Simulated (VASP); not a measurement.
# W (Im-3m) in VASP: notebook

Runs on W. Level: LDA. Tasks: single point, relaxation of cell and atoms.

Program: VASP 6.6.1. These are calculated values, not measurements. Logs are shortened: lines on timing, memory, paths and dates and some standing lists are left out, and cuts for length are marked.

### Step 1. The cell of the first run

Symmetry: Im-3m, No. 229, cubic system. Conventional cell: a = 3.170 Å, b = 3.170 Å, c = 3.170 Å, α = 90.00°, β = 90.00°, γ = 90.00°. W (site symmetry m-3m) has 14 W at 2.75 to 3.17 Å within 3.6 Å.

### Step 2. Single point, LDA

Contents of INCAR:

```
SYSTEM = W
PREC = Accurate ; ENCUT = 520
EDIFF = 1E-6 ; ISMEAR = 0
SIGMA = 0.1 ; LREAL = .FALSE.
LASPH = .TRUE. ; NELM = 60
ALGO = Fast ; ISIF = 2
LWAVE = .FALSE. ; LCHARG = .FALSE.
GGA = CA ; NBANDS = 13
```

Contents of KPOINTS:

```
regular mesh
0
G
  8 8 8
  0 0 0
```

Contents of POSCAR:

```
W
1.0
   -1.5851577800      1.5851577800      1.5851577800
    1.5851577800     -1.5851577800      1.5851577800
    1.5851577800      1.5851577800     -1.5851577800
W
1
Direct
    0.0000000000      0.0000000000      0.0000000000
```

Potentials or basis: VASP PAW LDA potentials, release 64 (W_sv).

Run with:

```
$ cat potpaw_LDA.64/W_sv/POTCAR > POTCAR
$ mpirun -np 1 vasp_std > vasp.out
```

OUTCAR:

```text
SYSTEM = W
   PREC = Accurate
   ENCUT = 520
   EDIFF = 1E-6
   ISMEAR = 0
   LREAL = .FALSE.
   LASPH = .TRUE.
   NELM = 60
   ISIF = 2
   GGA = CA

 ion  position               nearest neighbor table
   1  0.000  0.000  0.000-

  LATTYP: Found a body centered cubic cell.
 ALAT       =     3.1703155600

  Lattice vectors:

 A1 = (  -1.5851577800,   1.5851577800,   1.5851577800)
 A2 = (   1.5851577800,  -1.5851577800,   1.5851577800)
 A3 = (   1.5851577800,   1.5851577800,  -1.5851577800)

Analysis of symmetry for initial positions (statically):
=====================================================================
 Subroutine PRICEL returns:
 Original cell was already a primitive cell.

 Routine SETGRP: Setting up the symmetry group for a
 body centered cubic supercell.

 Subroutine GETGRP returns: Found 48 space group operations
 (whereof 48 operations were pure point group operations)
 out of a pool of 48 trial point group operations.

The static configuration has the point symmetry O_h .

Analysis of symmetry for dynamics (positions and initial velocities):
=====================================================================
 Subroutine PRICEL returns:
 Original cell was already a primitive cell.

 Routine SETGRP: Setting up the symmetry group for a
 body centered cubic supercell.

 Subroutine GETGRP returns: Found 48 space group operations
 (whereof 48 operations were pure point group operations)
 out of a pool of 48 trial point group operations.

The dynamic configuration has the point symmetry O_h .

 Subroutine INISYM returns: Found 48 space group operations
 (whereof 48 operations are pure point group operations),
 and found     1 'primitive' translations

----------------------------------------------------------------------------------------

                                     Primitive cell

  volume of cell :      15.9323

  direct lattice vectors                    reciprocal lattice vectors
    -1.585157780  1.585157780  1.585157780     0.000000000  0.315426014  0.315426014
     1.585157780 -1.585157780  1.585157780     0.315426014  0.000000000  0.315426014
     1.585157780  1.585157780 -1.585157780     0.315426014  0.315426014  0.000000000
[... 80 lines left out ...]
   ENCUT  =  520.0 eV  38.22 Ry    6.18 a.u.   5.10  5.10  5.10*2*pi/ulx,y,z
   NELM   =     60;   NELMIN=  2; NELMDL= -5     # of ELM steps
   EDIFF  = 0.1E-05   stopping-criterion for ELM
   LREAL  =      F    real-space projection
   EDIFFG = 0.1E-04   stopping-criterion for IOM
   NSW    =      0    number of steps for IOM
   IBRION =     -1    ionic relax: 0-MD 1-quasi-New 2-CG
   NFREE  =      0    steps in history (QN), initial steepest desc. (CG)
   ISIF   =      2    stress and relaxation
   ISYM   =      2    0-nonsym 1-usesym 2-fastsym
   POTIM  = 0.5000    time-step for ionic-motion
   TEBEG  =    0.0;   TEEND  =   0.0 temperature during run
   PSTRESS=    0.0 pullay stress
   NELECT =      14.0000    total number of electrons
   NUPDOWN=      -1.0000    fix difference up-down
   EMIN   =  10.00;   EMAX   =-10.00  energy-range for DOS
   EFERMI =   0.00;   METHOD = LEGACY
   ISMEAR =     0;   SIGMA  =   0.10  broadening in eV -4-tet -1-fermi 0-gaus
   EFERMI_NEDOS =   21; number of points for ismear=-14 and -15
   IALGO  =     68    algorithm
   IMIX   =      4    mixing-type and parameters
     AMIX     =   0.40;   BMIX     =  1.00
     AMIX_MAG =   1.60;   BMIX_MAG =  1.00
  volume/ion in A,a.u.               =      15.93       107.52
  Fermi-wavevector in a.u.,A,eV,Ry     =   1.568044  2.963174 33.453504  2.458763
  Thomas-Fermi vector in A             =   2.670134
   LORBIT       =      0    0 simple, 1 ext, 2 COOP (PROOUT), +10 PAW based schemes
   GGA     = CA    functional components
   LHFCALC =     F    Hartree Fock is set to
   AEXX    =    0.0000 exact exchange contribution
   IVDW    =     0    specifies the selected vdW correction
   LEPSILON=     F    determine dielectric tensor
   LRPA    =     F    only Hartree local field effects (RPA)
 non-spin polarized calculation
 RMM-DIIS sequential band-by-band and
 Gauss-broadening in eV      SIGMA  =   0.10
  energy-cutoff  :      520.00
  volume of cell :       15.93
 maximum number of plane-waves:       439
   NGX = 11   NGY = 11   NGZ = 11

 number of electron      14.0000003 magnetization

 Free energy of the ion-electron system (eV)
  ---------------------------------------------------
  ext. energy  EPLUGINS =         0.00000000
  ---------------------------------------------------
  free energy    TOTEN  =       -14.09213210 eV

  energy without entropy =      -14.09212959  energy(sigma->0) =      -14.09213084

 E-fermi :  11.0005     XC(G=0): -13.8018

 val. band max:       10.7131444757   @ k =  -0.3750   0.3750   0.2500
 cond. band min:      11.2775782545   @ k =  -0.2500   0.2500   0.1250
 fundamental gap:      0.5644337788
 Fermi energy:        11.0005030511

 k-point     1 :       0.0000    0.0000    0.0000
  band No.  band energies     occupation
      1     -62.5153      2.00000
      2     -26.3303      2.00000
      3     -26.3303      2.00000
      4     -26.3303      2.00000
      5       1.7257      2.00000
      6       9.9913      2.00000
      7       9.9913      2.00000
      8       9.9913      2.00000
      9      13.4118      0.00000
     10      13.4118      0.00000
     11      25.8091      0.00000
     12      25.8091      0.00000
     13      25.8091      0.00000
[... 354 lines left out ...]
  band No.  band energies     occupation
      1     -62.3472      2.00000
      2     -27.2932      2.00000
      3     -26.9326      2.00000
      4     -26.8125      2.00000
      5       6.7460      2.00000
      6       7.4428      2.00000
      7      10.7131      1.99995
      8      11.5030      0.00000
      9      14.9263      0.00000
     10      15.6073      0.00000
     11      24.9209      0.00000
     12      27.4362      0.00000
     13      28.5769      0.00000

 [... further k-points ...]
[... 5 lines left out ...]
  --------------------------------------------------------------------------------------
  -------------------------------------------------------------------------------------
  Total       -0.8103418     -0.8103418     -0.8103418      0.0000000     -0.0000000      0.0000000
  in kB      -81.4894429    -81.4894429    -81.4894429      0.0000000     -0.0000000      0.0000000
  external PRESSURE =     -81.4894429 kB  Pullay stress =       0.0000000 kB

 VOLUME and BASIS-vectors are now :
 -----------------------------------------------------------------------------
  energy-cutoff  :      520.00
  volume of cell :       15.93
      direct lattice vectors                 reciprocal lattice vectors
    -1.585157780  1.585157780  1.585157780     0.000000000  0.315426014  0.315426014
     1.585157780 -1.585157780  1.585157780     0.315426014  0.000000000  0.315426014
     1.585157780  1.585157780 -1.585157780     0.315426014  0.315426014  0.000000000

 POSITION                                       TOTAL-FORCE (eV/Angst)
 -----------------------------------------------------------------------------------
      0.00000      0.00000      0.00000         0.000000      0.000000      0.000000
 -----------------------------------------------------------------------------------
    total drift:                                0.000000     -0.000000      0.000000

  FREE ENERGIE OF THE ION-ELECTRON SYSTEM (eV)
  ---------------------------------------------------
  free  energy   TOTEN  =       -14.0921320989 eV

  energy  without entropy=      -14.0921295906  energy(sigma->0) =      -14.09213084
```

stdout:

```text
POSCAR found type information on POSCAR W
 POSCAR found :  1 types and       1 ions
 scaLAPACK will be used
 LDA part: xc-table for (Slater(with rela. corr.)+CA(PZ))
 , standard interpolation
 POSCAR, INCAR and KPOINTS ok, starting setup
 FFT: planning ... GRIDC
 FFT: planning ... GRID_SOFT
 FFT: planning ... GRID
 WAVECAR not read
 entering main loop
```

Run time: 4.7 s. Hardware: 1 thread of Intel Xeon 6975P-C (Granite Rapids), shared host; peak memory 0.12 GiB.

Results:

```
Free energy            : -14.0921 eV
Pressure               : -8.1 GPa
Band gap on the k mesh : zero (band 7 reaches 16.35 eV, above the bottom of band 8 at 9.99 eV)
```

Caveat: spin-orbit coupling is left out, which moves the levels of the heavy elements.

### Step 3. Single point, LDA

This run uses another cell than the first one, of 15.44 Å³/atom, 0.969 times its volume.

Contents of INCAR:

```
ALGO     = Normal         # electronic algorithm
EDIFF    = 1E-7           # SCF threshold, eV
ENCUT    = 520            # plane-wave cutoff, eV
ISIF     = 2              # what is computed and relaxed
ISMEAR   = 0              # smearing method
LASPH    = T              # aspherical terms in the spheres
LCHARG   = F              # write CHGCAR
LREAL    = F              # projectors in reciprocal space
LWAVE    = F              # write WAVECAR
NBANDS   = 13             # bands
NELM     = 80             # most SCF steps
PREC     = Accurate       # precision mode
SIGMA    = 0.1            # smearing width, eV
```

Contents of KPOINTS:

```
k-points
0
Gamma
  8 8 8
```

Contents of POSCAR:

```
W
1.0
   -1.5687172924      1.5687172924      1.5687172924
    1.5687172924     -1.5687172924      1.5687172924
    1.5687172924      1.5687172924     -1.5687172924
W
1
Direct
    0.0000000000      0.0000000000      0.0000000000
```

Potentials or basis: VASP PAW LDA potentials, release 64 (W_sv).

Run with:

```
$ cat potpaw_LDA.64/W_sv/POTCAR > POTCAR
$ mpirun -np 1 vasp_std > vasp.out
```

OUTCAR:

```text
EDIFF = 1E-7
   ENCUT = 520
   ISIF = 2
   ISMEAR = 0
   LASPH = T
   LREAL = F
   NELM = 80
   PREC = Accurate

 ion  position               nearest neighbor table
   1  0.000  0.000  0.000-

  LATTYP: Found a body centered cubic cell.
 ALAT       =     3.1374345848

  Lattice vectors:

 A1 = (  -1.5687172924,   1.5687172924,   1.5687172924)
 A2 = (   1.5687172924,  -1.5687172924,   1.5687172924)
 A3 = (   1.5687172924,   1.5687172924,  -1.5687172924)

Analysis of symmetry for initial positions (statically):
=====================================================================
 Subroutine PRICEL returns:
 Original cell was already a primitive cell.

 Routine SETGRP: Setting up the symmetry group for a
 body centered cubic supercell.

 Subroutine GETGRP returns: Found 48 space group operations
 (whereof 48 operations were pure point group operations)
 out of a pool of 48 trial point group operations.

The static configuration has the point symmetry O_h .

Analysis of symmetry for dynamics (positions and initial velocities):
=====================================================================
 Subroutine PRICEL returns:
 Original cell was already a primitive cell.

 Routine SETGRP: Setting up the symmetry group for a
 body centered cubic supercell.

 Subroutine GETGRP returns: Found 48 space group operations
 (whereof 48 operations were pure point group operations)
 out of a pool of 48 trial point group operations.

The dynamic configuration has the point symmetry O_h .

 Subroutine INISYM returns: Found 48 space group operations
 (whereof 48 operations are pure point group operations),
 and found     1 'primitive' translations

----------------------------------------------------------------------------------------

                                     Primitive cell

  volume of cell :      15.4417

  direct lattice vectors                    reciprocal lattice vectors
    -1.568717292  1.568717292  1.568717292     0.000000000  0.318731745  0.318731745
     1.568717292 -1.568717292  1.568717292     0.318731745  0.000000000  0.318731745
     1.568717292  1.568717292 -1.568717292     0.318731745  0.318731745  0.000000000

  length of vectors
     2.717098053  2.717098053  2.717098053     0.450754757  0.450754757  0.450754757

  position of ions in fractional coordinates (direct lattice)
     0.000000000  0.000000000  0.000000000

  ion indices of the primitive-cell ions
   primitive index   ion index
                 1           1

----------------------------------------------------------------------------------------

 KPOINTS: k-points

Automatic generation of k-mesh.
 Grid dimensions read from file:
 generate k-points for:    8    8    8

 Generating k-lattice:

  Cartesian coordinates                     Fractional coordinates (reciprocal lattice)
     0.000000000  0.039841468  0.039841468     0.125000000  0.000000000  0.000000000
     0.039841468  0.000000000  0.039841468     0.000000000  0.125000000  0.000000000
     0.039841468  0.039841468  0.000000000     0.000000000  0.000000000  0.125000000

  Length of vectors
     0.056344345  0.056344345  0.056344345

  Shift w.r.t. Gamma in fractional coordinates (k-lattice)
     0.000000000  0.000000000  0.000000000

 Subroutine IBZKPT returns following result:
 ===========================================

 Found     29 irreducible k-points:

 Following reciprocal coordinates:
            Coordinates               Weight
  0.000000  0.000000  0.000000      1.000000
  0.125000  0.000000  0.000000     12.000000
  0.250000  0.000000  0.000000     12.000000
  0.375000  0.000000  0.000000     12.000000
  0.500000  0.000000  0.000000      6.000000
  0.125000  0.125000  0.000000     24.000000
[... 16 lines left out ...]
 -0.250000  0.250000  0.250000      6.000000
 -0.375000  0.375000  0.250000     24.000000
 [... further k-points ...]
   k-points           NKPTS =     29   k-points in BZ     NKDIM =     29   number of bands    NBANDS=     13
   number of dos      NEDOS =    301   number of ions     NIONS =      1
   total plane-waves  NPLWV =   8000
   dimension x,y,z NGX =    20 NGY =   20 NGZ =   20
   dimension x,y,z NGXF=    40 NGYF=   40 NGZF=   40
   ions per type =               1
   NGX,Y,Z   is equivalent  to a cutoff of  12.24, 12.24, 12.24 a.u.
   NGXF,Y,Z  is equivalent  to a cutoff of  24.47, 24.47, 24.47 a.u.
 SYSTEM =  unknown system
   PREC   = accura    normal or accurate (medium, high low for compatibility)
   ISTART =      0    job   : 0-new  1-cont  2-samecut
   ICHARG =      2    charge: 1-file 2-atom 10-const
   ISPIN  =      1    spin polarized calculation?
   LNONCOLLINEAR =      F non collinear calculations
   LSORBIT =      F    spin-orbit coupling
   LASPH  =      T    aspherical Exc in radial PAW
   ENCUT  =  520.0 eV  38.22 Ry    6.18 a.u.   5.05  5.05  5.05*2*pi/ulx,y,z
   NELM   =     80;   NELMIN=  2; NELMDL= -5     # of ELM steps
   EDIFF  = 0.1E-06   stopping-criterion for ELM
   LREAL  =      F    real-space projection
   EDIFFG = 0.1E-05   stopping-criterion for IOM
   NSW    =      0    number of steps for IOM
   IBRION =     -1    ionic relax: 0-MD 1-quasi-New 2-CG
   NFREE  =      0    steps in history (QN), initial steepest desc. (CG)
   ISIF   =      2    stress and relaxation
   ISYM   =      2    0-nonsym 1-usesym 2-fastsym
   POTIM  = 0.5000    time-step for ionic-motion
   TEBEG  =    0.0;   TEEND  =   0.0 temperature during run
   PSTRESS=    0.0 pullay stress
   NELECT =      14.0000    total number of electrons
   NUPDOWN=      -1.0000    fix difference up-down
   EMIN   =  10.00;   EMAX   =-10.00  energy-range for DOS
   EFERMI =   0.00;   METHOD = LEGACY
   ISMEAR =     0;   SIGMA  =   0.10  broadening in eV -4-tet -1-fermi 0-gaus
   EFERMI_NEDOS =   21; number of points for ismear=-14 and -15
   IALGO  =     38    algorithm
   IMIX   =      4    mixing-type and parameters
     AMIX     =   0.40;   BMIX     =  1.00
     AMIX_MAG =   1.60;   BMIX_MAG =  1.00
  volume/ion in A,a.u.               =      15.44       104.21
  Fermi-wavevector in a.u.,A,eV,Ry     =   1.584478  2.994229 34.158378  2.510570
  Thomas-Fermi vector in A             =   2.684089
   LORBIT       =      0    0 simple, 1 ext, 2 COOP (PROOUT), +10 PAW based schemes
   GGA     = CA    functional components
   LHFCALC =     F    Hartree Fock is set to
   AEXX    =    0.0000 exact exchange contribution
   IVDW    =     0    specifies the selected vdW correction
   LEPSILON=     F    determine dielectric tensor
   LRPA    =     F    only Hartree local field effects (RPA)
 non-spin polarized calculation
 Gauss-broadening in eV      SIGMA  =   0.10
  energy-cutoff  :      520.00
  volume of cell :       15.44
 maximum number of plane-waves:       429
   NGX = 11   NGY = 11   NGZ = 11

 number of electron      14.0000004 magnetization

 Free energy of the ion-electron system (eV)
  ---------------------------------------------------
  ext. energy  EPLUGINS =         0.00000000
  ---------------------------------------------------
  free energy    TOTEN  =       -14.10158495 eV

  energy without entropy =      -14.10158289  energy(sigma->0) =      -14.10158392

 E-fermi :  11.4419     XC(G=0): -13.9784

 val. band max:       11.1507153356   @ k =  -0.3750   0.3750   0.2500
 cond. band min:      11.7224816303   @ k =  -0.2500   0.2500   0.1250
 fundamental gap:      0.5717662947
 Fermi energy:        11.4419443680

 k-point     1 :       0.0000    0.0000    0.0000
  band No.  band energies     occupation
      1     -62.0183      2.00000
      2     -25.7839      2.00000
      3     -25.7839      2.00000
      4     -25.7839      2.00000
      5       2.0186      2.00000
      6      10.3974      2.00000
      7      10.3974      2.00000
      8      10.3974      2.00000
      9      13.9487      0.00000
     10      13.9487      0.00000
     11      26.3388      0.00000
     12      26.3388      0.00000
     13      26.3388      0.00000

 k-point     2 :       0.1250    0.0000    0.0000
  band No.  band energies     occupation
      1     -61.9957      2.00000
      2     -26.0092      2.00000
      3     -25.8540      2.00000
      4     -25.7852      2.00000
      5       2.7745      2.00000
      6       9.9560      2.00000
      7      10.2506      2.00000
      8      11.1483      1.99997
      9      13.3898      0.00000
     10      13.9650      0.00000
     11      26.9105      0.00000
[... 339 lines left out ...]
 k-point    24 :      -0.3750    0.3750    0.2500
  band No.  band energies     occupation
      1     -61.8256      2.00000
      2     -26.8502      2.00000
      3     -26.4484      2.00000
      4     -26.3172      2.00000
      5       7.0671      2.00000
      6       7.7534      2.00000
      7      11.1507      1.99996
      8      11.9744      0.00000
      9      15.5408      0.00000
     10      16.2856      0.00000
     11      25.8345      0.00000
     12      28.4178      0.00000
     13      29.4805      0.00000

 [... further k-points ...]
[... 5 lines left out ...]
  --------------------------------------------------------------------------------------
  -------------------------------------------------------------------------------------
  Total        0.1995772      0.1995772      0.1995772      0.0000000     -0.0000000      0.0000000
  in kB       20.7074945     20.7074945     20.7074945      0.0000000     -0.0000000      0.0000000
  external PRESSURE =      20.7074945 kB  Pullay stress =       0.0000000 kB

 VOLUME and BASIS-vectors are now :
 -----------------------------------------------------------------------------
  energy-cutoff  :      520.00
  volume of cell :       15.44
      direct lattice vectors                 reciprocal lattice vectors
    -1.568717292  1.568717292  1.568717292     0.000000000  0.318731745  0.318731745
     1.568717292 -1.568717292  1.568717292     0.318731745  0.000000000  0.318731745
     1.568717292  1.568717292 -1.568717292     0.318731745  0.318731745  0.000000000

 POSITION                                       TOTAL-FORCE (eV/Angst)
 -----------------------------------------------------------------------------------
      0.00000      0.00000      0.00000        -0.000000     -0.000000      0.000000
 -----------------------------------------------------------------------------------
    total drift:                                0.000000      0.000000      0.000000

  FREE ENERGIE OF THE ION-ELECTRON SYSTEM (eV)
  ---------------------------------------------------
  free  energy   TOTEN  =       -14.1015849548 eV

  energy  without entropy=      -14.1015828947  energy(sigma->0) =      -14.10158392
```

It took 3.5 s on 1 thread of Intel Xeon 6975P-C (Granite Rapids), shared host; peak memory 0.12 GiB.

What came out:

| Quantity | Value |
| --- | --- |
| Free energy | -14.1016 eV |
| Pressure | 2.1 GPa |
| Band gap on the k mesh | zero (band 7 reaches 17.04 eV, above the bottom of band 8 at 10.40 eV) |

Levels at points of the mesh, in eV from the Fermi level:
```csv
k point,band 5,band 6,band 7,band 8,band 9,band 10
"(0.00, 0.00, 0.00)",-9.42,-1.04,-1.04,-1.04,2.51,2.51
"(0.50, 0.00, 0.00)",-6.17,-3.45,1.20,2.43,3.42,6.63
"(0.50, 0.50, 0.50)",-5.80,-5.80,5.60,5.60,5.60,8.83
```

Caveat: spin-orbit coupling is left out, which moves the levels of the heavy elements.

(Part 1 of 2 ends here.)
